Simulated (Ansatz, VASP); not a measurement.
CuI in VASP and in Ansatz

```xyz
2
Lattice="0.0000 3.0315 3.0315 3.0315 0.0000 3.0315 3.0315 3.0315 0.0000" Properties=species:S:1:pos:R:3 pbc="T T T"
Cu    1.5157    1.5157    1.5157
I     0.0000    0.0000    0.0000
```

Alike in both runs: task single point; functional r2SCAN; k mesh 5 × 5 × 5; no spin polarisation; Hubbard terms Cu d U = 4.0 eV.

|  | VASP | Ansatz |
| --- | --- | --- |
| version | VASP 6.6.1 | Ansatz 0.2.0 |
| potentials or method | VASP PAW PBE potentials, release 64 (Cu, I), cutoff 660 eV | plane waves, PAW |
| occupations | gaussian, width 0.01 eV | fixed |
| valence electrons in the cell | 18 | 36 |

|  | VASP | Ansatz | Ansatz less VASP |
| --- | --- | --- | --- |
| gap on the k mesh at the Fermi level (eV) | 2.28 | 2.38 | +0.101 |

VASP's potentials were made for PBE, not for r2SCAN. The programs project onto different local orbitals, so the same U acts differently, and such runs can settle in different states. VASP's potentials hold 18 valence electrons a cell and Ansatz's 36, so a difference there can come from the potentials and not from the codes.

Neither program's run includes spin-orbit coupling.
